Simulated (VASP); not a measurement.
Se: single point with PBE

Crystal: Se.

```
Se
1.0
     4.36620    0.00000    0.00000
    -2.18310    3.78124    0.00000
     0.00000    0.00000    4.95360
Se
3
Direct
  0.77460 0.77460 0.00000
  0.00000 0.22540 0.66667
  0.22540 0.00000 0.33333
```

```
Program             : VASP 6.6.1
Task                : single point
Functional          : PBE
Potentials or basis : VASP PAW PBE potentials, release 64 (Se)
Cutoff              : 520 eV
k mesh              : 7 × 7 × 6
Occupations         : gaussian, width 0.018 eV
Spin                : no spin polarisation
```

```yaml
Pressure: 2.9 GPa
Largest_force: 0.434 eV/Å
Band_gap_on_the_k_mesh: 1.21 eV, indirect (least direct gap 1.47 eV)
```

Forces in eV/Å, atoms in the order of the input:
```
Se  -0.217 -0.376  0.000
Se  -0.217  0.376  0.000
Se   0.434  0.000  0.000
```

Stress tensor (GPa, compression positive):
```
2.30 0.00 0.00
0.00 2.30 0.00
0.00 0.00 4.13
```

Levels at points of the mesh, in eV from the valence-band top:
```tsv
k point	band 6	band 7	band 8	band 9	band 10	band 11	band 12	band 13
(0.00, 0.00, 0.00)	-3.76	-2.05	-2.05	-0.42	1.88	1.88	2.17	6.17
(0.00, 0.00, 0.50)	-3.39	-1.55	-1.55	-1.13	1.21	1.21	1.28	6.26
```

It took 19 s on 1 thread of Intel(R) Xeon(R) 6975P-C (Granite Rapids) (shared host), peak memory 0.2 GiB.

A k mesh can miss the band edges. Expect the measured gap to be larger: semilocal functionals such as PBE lack the derivative discontinuity.
